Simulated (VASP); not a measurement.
IrPt2: relaxation of cell and atoms with PBE

The system is IrPt2.

```
Ir Pt
1.0
     2.78610    0.00000    0.00000
    -1.39305    2.41283    0.00000
     0.00000    0.00000    6.80150
Ir Pt
1 2
Direct
  0.00000 0.00000 0.00000
  0.33333 0.66667 0.32866
  0.66667 0.33333 0.67134
```

```
Program                : VASP 6.6.1
Task                   : relaxation of cell and atoms
Functional             : PBE
Potentials or basis    : VASP PAW PBE potentials, release 64 (Ir, Pt)
Cutoff                 : 500 eV
k mesh                 : 12 × 12 × 6
Occupations            : gaussian, width 0.1 eV
Spin                   : collinear spin
Starting moments       : [0.43, 0.13, 0.13] μB
Dipole correction      : no
Further INCAR settings : ALGO = Normal; EDIFF = 1e-07; IBRION = 2; EDIFFG = -0.01; NSW = 100; ISIF = 3
```

- Energy gained by relaxing: 0.5 meV/atom
- Ionic steps: 5
- Pressure after relaxing: 0.1 GPa
- Largest force after relaxing: 0.004 eV/Å
- Net moment: 0.00 μB per cell
- Valence electrons inside the program's atomic spheres: Ir 8.16; Pt 9.28

Forces in eV/Å, atoms in the order of the input:
```
Ir   0.000  0.000  0.000
Pt   0.000  0.000  0.004
Pt   0.000  0.000 -0.004
```

Step by step:
| step | energy change (eV) | largest force (eV/Å) | pressure (GPa) | volume (Å³) |
| --- | --- | --- | --- | --- |
| 1 | 0.0000 | 0.0185 | 0.02 | 45.72 |
| 2 | -0.0015 | 0.0146 | -0.03 | 45.74 |
| 3 | -0.0015 | 0.0135 | -0.03 | 45.74 |
| 4 | -0.0015 | 0.0128 | -0.03 | 45.74 |
| 5 | -0.0015 | 0.0036 | 0.06 | 45.72 |

Final structure:
```cif
data_structure
_symmetry_space_group_name_H-M 'P 1'
_symmetry_Int_Tables_number 1
_cell_length_a 2.7938
_cell_length_b 2.7938
_cell_length_c 6.7639
_cell_angle_alpha 90.000
_cell_angle_beta 90.000
_cell_angle_gamma 120.000
_cell_volume 45.72
loop_
_atom_site_label
_atom_site_type_symbol
_atom_site_fract_x
_atom_site_fract_y
_atom_site_fract_z
_atom_site_occupancy
Ir1 Ir 0.00000 0.00000 0.00000 1
Pt1 Pt 0.33333 0.66667 0.32863 1
Pt2 Pt 0.66667 0.33333 0.67137 1
```

Levels at points of the mesh, in eV from the Fermi level:
Spin up:
```csv
k point,band 11,band 12,band 13,band 14,band 15,band 16,band 17,band 18
"(0.00, 0.00, 0.00)",-3.27,-3.04,-1.48,-1.48,-1.10,-1.10,-0.23,-0.23
"(0.50, 0.00, 0.00)",-0.07,-0.03,0.49,0.63,1.10,1.72,2.33,2.86
"(0.00, 0.00, 0.50)",-3.19,-1.90,-1.90,-1.44,-1.44,-0.42,0.36,0.36
"(0.50, 0.00, 0.50)",-0.62,-0.54,-0.06,0.06,0.22,1.05,2.92,3.33
```
Spin down:
| k point | band 12 | band 13 | band 14 | band 15 | band 16 | band 17 | band 18 |
| --- | --- | --- | --- | --- | --- | --- | --- |
| (0.00, 0.00, 0.00) | -3.04 | -1.48 | -1.48 | -1.10 | -1.10 | -0.23 | -0.23 |
| (0.50, 0.00, 0.00) | -0.03 | 0.49 | 0.63 | 1.10 | 1.72 | 2.33 | 2.86 |
| (0.00, 0.00, 0.50) | -1.90 | -1.90 | -1.44 | -1.44 | -0.42 | 0.36 | 0.36 |
| (0.50, 0.00, 0.50) | -0.54 | -0.06 | 0.06 | 0.22 | 1.05 | 2.92 | 3.33 |

Wall time 2.8 min on 1 thread of Intel(R) Xeon(R) 6975P-C (Granite Rapids) (shared host), peak memory 0.26 GiB.

Caveat: the highest band is partly filled, so the run has too few bands; spin-orbit coupling is left out, which moves the levels of the heavy elements.
